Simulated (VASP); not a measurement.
# Ti (P6/mmm) in VASP: notebook

Ti is run at these levels: r2SCAN; tasks: single point.

All numbers are computed with VASP 6.6.1; they aren't measurements. Logs are shortened: lines on timing, memory, paths and dates and some standing lists are left out, and cuts for length are marked.

## (1) The cell of the first run

It takes space group P6/mmm (No. 191, hexagonal). The conventional cell has a = 4.508 Å, b = 4.508 Å, c = 2.820 Å, α = 90.00°, β = 90.00°, γ = 120.00°. Ti (site symmetry 6/mmm) has 14 Ti at 2.82 to 2.96 Å within 3.7 Å. Ti (site symmetry -6m2) has 11 Ti at 2.60 to 2.96 Å within 3.4 Å.

This isn't the form of Ti at room conditions, which is hcp.

## (2) Single point, r2SCAN

Input file POSCAR:

```
Ti
1.0
    4.5080000000      0.0000000000      0.0000000000
   -2.2540000000      3.9040426600      0.0000000000
    0.0000000000      0.0000000000      2.8200000000
Ti
3
Direct
    0.0000000000      0.0000000000      0.0000000000
    0.3333333333      0.6666666667      0.5000000000
    0.6666666667      0.3333333333      0.5000000000
```

Input file INCAR.step1:

```
  PREC = Accurate
  ENCUT = 520
  ISMEAR = 1
  SIGMA = 0.1
  LREAL = False
  LASPH = True
  NELM = 100
  NBANDS = 25
  GGA = PE
  ALGO = Normal
  EDIFF = 1E-4
  LWAVE = True
  LCHARG = False
```

Input file INCAR.step2:

```
  PREC = Accurate
  ENCUT = 520
  EDIFF = 1E-7
  ISMEAR = 1
  SIGMA = 0.1
  LREAL = False
  LASPH = True
  NELM = 100
  ALGO = Normal
  ISIF = 2
  LWAVE = False
  LCHARG = True
  METAGGA = R2SCAN
  LMIXTAU = True
  LELF = True
  LVHAR = True
  NBANDS = 25
  ISTART = 1
```

Input file KPOINTS:

```
Automatic mesh
0
Gamma
  9 9 12
```

Potentials or basis: VASP PAW PBE potentials, release 64 (Ti_sv).

Launch:

```
cat potpaw_PBE.64/Ti_sv/POTCAR > POTCAR
cp INCAR.step1 INCAR
mpirun -np 1 vasp_std > vasp.out
cp INCAR.step2 INCAR
mpirun -np 1 vasp_std > vasp.out
```

OUTCAR:

```text
PREC = Accurate
   ENCUT = 520
   EDIFF = 1E-7
   ISMEAR = 1
   LREAL = False
   LASPH = True
   NELM = 100
   ISIF = 2
   METAGGA = R2SCAN
   ISTART = 1

 ion  position               nearest neighbor table
   1  0.000  0.000  0.000-
   2  0.333  0.667  0.500-   3 2.60   3 2.60   3 2.60
   3  0.667  0.333  0.500-   2 2.60   2 2.60   2 2.60

  LATTYP: Found a hexagonal cell.
 ALAT       =     4.5080000000
 C/A-ratio  =     0.6255545697

  Lattice vectors:

 A1 = (   4.5080000000,   0.0000000000,   0.0000000000)
 A2 = (  -2.2540000000,   3.9040426600,   0.0000000000)
 A3 = (   0.0000000000,   0.0000000000,   2.8200000000)

Analysis of symmetry for initial positions (statically):
=====================================================================
 Subroutine PRICEL returns:
 Original cell was already a primitive cell.

 Routine SETGRP: Setting up the symmetry group for a
 hexagonal supercell.

 Subroutine GETGRP returns: Found 24 space group operations
 (whereof 24 operations were pure point group operations)
 out of a pool of 24 trial point group operations.

The static configuration has the point symmetry D_6h.

Analysis of symmetry for dynamics (positions and initial velocities):
=====================================================================
 Subroutine PRICEL returns:
 Original cell was already a primitive cell.

 Routine SETGRP: Setting up the symmetry group for a
 hexagonal supercell.

 Subroutine GETGRP returns: Found 24 space group operations
 (whereof 24 operations were pure point group operations)
 out of a pool of 24 trial point group operations.

The dynamic configuration has the point symmetry D_6h.

 Subroutine INISYM returns: Found 24 space group operations
 (whereof 24 operations are pure point group operations),
 and found     1 'primitive' translations

----------------------------------------------------------------------------------------

                                     Primitive cell

  volume of cell :      49.6304

  direct lattice vectors                    reciprocal lattice vectors
     4.508000000  0.000000000  0.000000000     0.221827862  0.128072371  0.000000000
    -2.254000000  3.904042660  0.000000000     0.000000000  0.256144742  0.000000000
     0.000000000  0.000000000  2.820000000     0.000000000  0.000000000  0.354609929

  length of vectors
     4.508000000  4.508000121  2.820000000     0.256144749  0.256144742  0.354609929

  position of ions in fractional coordinates (direct lattice)
     0.000000000  0.000000000  0.000000000
     0.333333333  0.666666667  0.500000000
     0.666666667  0.333333333  0.500000000

  ion indices of the primitive-cell ions
   primitive index   ion index
                 1           1
                 2           2
                 3           3

----------------------------------------------------------------------------------------

 KPOINTS: Automatic mesh

Automatic generation of k-mesh.
 Grid dimensions read from file:
 generate k-points for:    9    9   12

 Generating k-lattice:

  Cartesian coordinates                     Fractional coordinates (reciprocal lattice)
     0.024647540  0.014230263  0.000000000     0.111111111  0.000000000  0.000000000
     0.000000000  0.028460527  0.000000000     0.000000000  0.111111111  0.000000000
     0.000000000  0.000000000  0.029550827     0.000000000  0.000000000  0.083333333

  Length of vectors
     0.028460528  0.028460527  0.029550827

  Shift w.r.t. Gamma in fractional coordinates (k-lattice)
     0.000000000  0.000000000  0.000000000

 Subroutine IBZKPT returns following result:
 ===========================================

 Found     84 irreducible k-points:

 Following reciprocal coordinates:
            Coordinates               Weight
  0.000000  0.000000  0.000000      1.000000
  0.111111 -0.000000  0.000000      6.000000
  0.222222 -0.000000  0.000000      6.000000
  0.333333 -0.000000  0.000000      6.000000
  0.444444 -0.000000  0.000000      6.000000
  0.111111  0.111111  0.000000      6.000000
[... 16 lines left out ...]
  0.333333  0.222222  0.083333     24.000000
  0.333333  0.333333  0.083333      4.000000
 [... further k-points ...]
   k-points           NKPTS =     84   k-points in BZ     NKDIM =     84   number of bands    NBANDS=     25
   number of dos      NEDOS =    301   number of ions     NIONS =      3
   total plane-waves  NPLWV =  31104
   dimension x,y,z NGX =    36 NGY =   36 NGZ =   24
   dimension x,y,z NGXF=    72 NGYF=   72 NGZF=   48
   ions per type =               3
   NGX,Y,Z   is equivalent  to a cutoff of  13.28, 13.28, 14.15 a.u.
   NGXF,Y,Z  is equivalent  to a cutoff of  26.55, 26.55, 28.30 a.u.
 SYSTEM =  unknown system
   PREC   = accura    normal or accurate (medium, high low for compatibility)
   ISTART =      1    job   : 0-new  1-cont  2-samecut
   ICHARG =      0    charge: 1-file 2-atom 10-const
   ISPIN  =      1    spin polarized calculation?
   LNONCOLLINEAR =      F non collinear calculations
   LSORBIT =      F    spin-orbit coupling
   LASPH  =      T    aspherical Exc in radial PAW
   ENCUT  =  520.0 eV  38.22 Ry    6.18 a.u.   8.38  8.38  5.24*2*pi/ulx,y,z
   NELM   =    100;   NELMIN=  2; NELMDL=  0     # of ELM steps
   EDIFF  = 0.1E-06   stopping-criterion for ELM
   LREAL  =      F    real-space projection
   EDIFFG = 0.1E-05   stopping-criterion for IOM
   NSW    =      0    number of steps for IOM
   IBRION =     -1    ionic relax: 0-MD 1-quasi-New 2-CG
   NFREE  =      0    steps in history (QN), initial steepest desc. (CG)
   ISIF   =      2    stress and relaxation
   ISYM   =      2    0-nonsym 1-usesym 2-fastsym
   POTIM  = 0.5000    time-step for ionic-motion
   TEBEG  =    0.0;   TEEND  =   0.0 temperature during run
   PSTRESS=    0.0 pullay stress
   NELECT =      36.0000    total number of electrons
   NUPDOWN=      -1.0000    fix difference up-down
   EMIN   =  10.00;   EMAX   =-10.00  energy-range for DOS
   EFERMI =   0.00;   METHOD = LEGACY
   ISMEAR =     1;   SIGMA  =   0.10  broadening in eV -4-tet -1-fermi 0-gaus
   EFERMI_NEDOS =   21; number of points for ismear=-14 and -15
   IALGO  =     38    algorithm
   IMIX   =      4    mixing-type and parameters
     AMIX     =   0.40;   BMIX     =  1.00
     AMIX_MAG =   1.60;   BMIX_MAG =  1.00
  volume/ion in A,a.u.               =      16.54       111.64
  Fermi-wavevector in a.u.,A,eV,Ry     =   1.470934  2.779662 29.438196  2.163646
  Thomas-Fermi vector in A             =   2.586131
   LORBIT       =      0    0 simple, 1 ext, 2 COOP (PROOUT), +10 PAW based schemes
   METAGGA = R2SCAN    functional components
   LHFCALC =     F    Hartree Fock is set to
   AEXX    =    0.0000 exact exchange contribution
   IVDW    =     0    specifies the selected vdW correction
   LEPSILON=     F    determine dielectric tensor
   LRPA    =     F    only Hartree local field effects (RPA)
 non-spin polarized calculation
 Methfessel and Paxton  Order N= 1 SIGMA  =   0.10
  energy-cutoff  :      520.00
  volume of cell :       49.63
 maximum number of plane-waves:      1366
 NGX is ok and might be reduce to    36
   NGX = 17   NGY = 17   NGZ = 11

 number of electron      36.0000008 magnetization

 Free energy of the ion-electron system (eV)
  ---------------------------------------------------
  ext. energy  EPLUGINS =         0.00000000
  ---------------------------------------------------
  free energy    TOTEN  =       -38.87827171 eV

  energy without entropy =      -38.87872385  energy(sigma->0) =      -38.87842242

 E-fermi :   8.8443     XC(G=0): -12.6513

 val. band max:        8.8237123152   @ k =   0.2222  -0.0000   0.0000
 cond. band min:       8.8698556333   @ k =   0.4444   0.1111   0.2500
 fundamental gap:      0.0461433181
 Fermi energy:         8.8443334161

 k-point     1 :       0.0000    0.0000    0.0000
  band No.  band energies     occupation
      1     -50.3881      2.00000
      2     -50.1273      2.00000
      3     -49.9356      2.00000
      4     -25.6689      2.00000
      5     -25.6689      2.00000
      6     -25.6115      2.00000
[... 17 lines left out ...]
     24      10.7604     -0.00000
     25      10.8971      0.00000

 k-point     2 :       0.1111   -0.0000    0.0000
  band No.  band energies     occupation
      1     -50.3855      2.00000
      2     -50.1244      2.00000
      3     -49.9414      2.00000
      4     -25.7324      2.00000
      5     -25.7185      2.00000
      6     -25.5467      2.00000
[... 17 lines left out ...]
     24      10.5326     -0.00000
     25      11.2088      0.00000

 k-point     3 :       0.2222   -0.0000    0.0000
  band No.  band energies     occupation
      1     -50.3790      2.00000
      2     -50.1150      2.00000
      3     -49.9579      2.00000
      4     -25.8065      2.00000
      5     -25.7418      2.00000
      6     -25.4691      2.00000
[... 17 lines left out ...]
     24      10.7392     -0.00000
     25      11.5800      0.00000

 k-point     4 :       0.3333   -0.0000    0.0000
  band No.  band energies     occupation
      1     -50.3720      2.00000
      2     -50.0993      2.00000
      3     -49.9812      2.00000
      4     -25.8619      2.00000
      5     -25.7125      2.00000
      6     -25.4094      2.00000
[... 17 lines left out ...]
     24      11.1780      0.00000
     25      11.7065      0.00000

 k-point     5 :       0.4444   -0.0000    0.0000
  band No.  band energies     occupation
      1     -50.3676      2.00000
      2     -50.0829      2.00000
      3     -50.0025      2.00000
      4     -25.8914      2.00000
      5     -25.6499      2.00000
      6     -25.4543      2.00000
[... 17 lines left out ...]
     24      11.1871      0.00000
     25      11.6675      0.00000

 k-point     6 :       0.1111    0.1111    0.0000
  band No.  band energies     occupation
      1     -50.3810      2.00000
      2     -50.1181      2.00000
      3     -49.9526      2.00000
      4     -25.7695      2.00000
      5     -25.7606      2.00000
      6     -25.4927      2.00000
[... 17 lines left out ...]
     24      10.6412     -0.00000
     25      11.5192      0.00000
[... 393 lines left out ...]
 k-point    21 :       0.4444    0.1111    0.0833
  band No.  band energies     occupation
      1     -50.3626      2.00000
      2     -50.0715      2.00000
      3     -50.0071      2.00000
      4     -25.8601      2.00000
      5     -25.6412      2.00000
      6     -25.5382      2.00000
[... 17 lines left out ...]
     24      11.0197      0.00000
     25      11.8395      0.00000

 k-point    22 :       0.2222    0.2222    0.0833
  band No.  band energies     occupation
      1     -50.3651      2.00000
      2     -50.0843      2.00000
      3     -49.9916      2.00000
      4     -25.7900      2.00000
      5     -25.7606      2.00000
      6     -25.5021      2.00000
[... 17 lines left out ...]
     24      11.3230      0.00000
     25      11.3964      0.00000

 k-point    23 :       0.3333    0.2222    0.0833
  band No.  band energies     occupation
      1     -50.3622      2.00000
      2     -50.0639      2.00000
      3     -50.0152      2.00000
      4     -25.7947      2.00000
      5     -25.6974      2.00000
      6     -25.5893      2.00000
[... 17 lines left out ...]
     24      11.0047      0.00000
     25      11.7054      0.00000

 k-point    24 :       0.3333    0.3333    0.0833
  band No.  band energies     occupation
      1     -50.3614      2.00000
      2     -50.0401      2.00000
      3     -50.0401      2.00000
      4     -25.7062      2.00000
      5     -25.6981      2.00000
      6     -25.6981      2.00000
[... 17 lines left out ...]
     24      10.8545      0.00000
     25      11.9623      0.00000

 [... further k-points ...]
[... 5 lines left out ...]
  --------------------------------------------------------------------------------------
  -------------------------------------------------------------------------------------
  Total        1.4376551      1.4376552      0.7235745      0.0000000      0.0000000      0.0000000
  in kB       46.4106590     46.4106624     23.3585698      0.0000000      0.0000000      0.0000000
  external PRESSURE =      38.7266304 kB  Pullay stress =       0.0000000 kB

 VOLUME and BASIS-vectors are now :
 -----------------------------------------------------------------------------
  energy-cutoff  :      520.00
  volume of cell :       49.63
      direct lattice vectors                 reciprocal lattice vectors
     4.508000000  0.000000000  0.000000000     0.221827862  0.128072371  0.000000000
    -2.254000000  3.904042660  0.000000000     0.000000000  0.256144742  0.000000000
     0.000000000  0.000000000  2.820000000     0.000000000  0.000000000  0.354609929

 POSITION                                       TOTAL-FORCE (eV/Angst)
 -----------------------------------------------------------------------------------
      0.00000      0.00000      0.00000         0.000000      0.000000     -0.000000
     -0.00000      2.60270      1.41000         0.000000     -0.000000      0.000000
      2.25400      1.30135      1.41000        -0.000000      0.000000     -0.000000
 -----------------------------------------------------------------------------------
    total drift:                                0.000000      0.000000     -0.000000

  FREE ENERGIE OF THE ION-ELECTRON SYSTEM (eV)
  ---------------------------------------------------
  free  energy   TOTEN  =       -38.8782717059 eV

  energy  without entropy=      -38.8787238481  energy(sigma->0) =      -38.87842242
```

Run time: 5 min. Hardware: 1 thread of Intel Xeon Platinum 8488C (Sapphire Rapids), shared host; peak memory 0.23 GiB.

What came out:

| Property | Result |
| --- | --- |
| Free energy | -38.8783 eV |
| Pressure | 3.9 GPa |
| Band gap on the k mesh | zero (bands 18 and 19 overlap by 0.28 eV) |

Caveat: the cell stands under pressure; the PAW data sets were made with another functional, which shifts forces and pressure a little.

## (3) Single point, r2SCAN

This run uses another cell than the first one, of 16.88 Å³/atom.

Input file POSCAR:

```
Ti
1.0
    4.5540000000      0.0000000000      0.0000000000
   -2.2770000000      3.9438798300      0.0000000000
    0.0000000000      0.0000000000      2.8200000000
Ti
3
Direct
    0.0000000000      0.0000000000      0.0000000000
    0.3333333333      0.6666666667      0.5000000000
    0.6666666667      0.3333333333      0.5000000000
```

Input file INCAR.step1:

```
SYSTEM = Ti
ALGO = Normal ; EDIFF = 1E-4
ENCUT = 520 ; GGA = PE
ISMEAR = 1 ; LASPH = .True.
LCHARG = .False. ; LREAL = .False.
LWAVE = .True. ; NBANDS = 25
NELM = 60 ; PREC = Accurate
SIGMA = 0.1
```

Input file INCAR.step2:

```
SYSTEM = Ti
ALGO = Normal ; EDIFF = 1E-6
ENCUT = 520 ; ISIF = 2
ISMEAR = 1 ; ISTART = 1
LASPH = .True. ; LCHARG = .False.
LMIXTAU = .True. ; LREAL = .False.
LWAVE = .False. ; METAGGA = R2SCAN
NBANDS = 25 ; NELM = 60
PREC = Accurate ; SIGMA = 0.1
```

Input file KPOINTS:

```
k-points
0
Gamma
  9 9 12
  0 0 0
```

Potentials or basis: VASP PAW PBE potentials, release 64 (Ti_sv).

Launch:

```
cat potpaw_PBE.64/Ti_sv/POTCAR > POTCAR
cp INCAR.step1 INCAR
mpirun -np 1 vasp_std > vasp.out
cp INCAR.step2 INCAR
mpirun -np 1 vasp_std > vasp.out
```

Run time: 3.9 min. Hardware: 1 thread of Intel Xeon Platinum 8488C (Sapphire Rapids), shared host; peak memory 0.23 GiB.

The run converged. Its results:

| Property | Result |
| --- | --- |
| Free energy | -38.8984 eV |
| Pressure | 1.3 GPa |
| Band gap on the k mesh | zero (bands 18 and 19 overlap by 0.22 eV) |

Stress tensor (GPa, compression positive):
```
1.47 0.00 0.00
0.00 1.47 0.00
0.00 0.00 1.06
```

Levels at points of the mesh, in eV from the Fermi level:
| k point | band 16 | band 17 | band 18 | band 19 | band 20 | band 21 |
| --- | --- | --- | --- | --- | --- | --- |
| (0.00, 0.00, 0.00) | -0.81 | -0.79 | -0.79 | 0.02 | 0.81 | 1.43 |
| (0.00, 0.00, 0.50) | -2.01 | -1.83 | -1.83 | 1.13 | 1.13 | 1.39 |

Caveat: the PAW data sets were made with another functional, which shifts forces and pressure a little.

The gap in the log of VASP goes by the Fermi energy; the results here count the filled bands.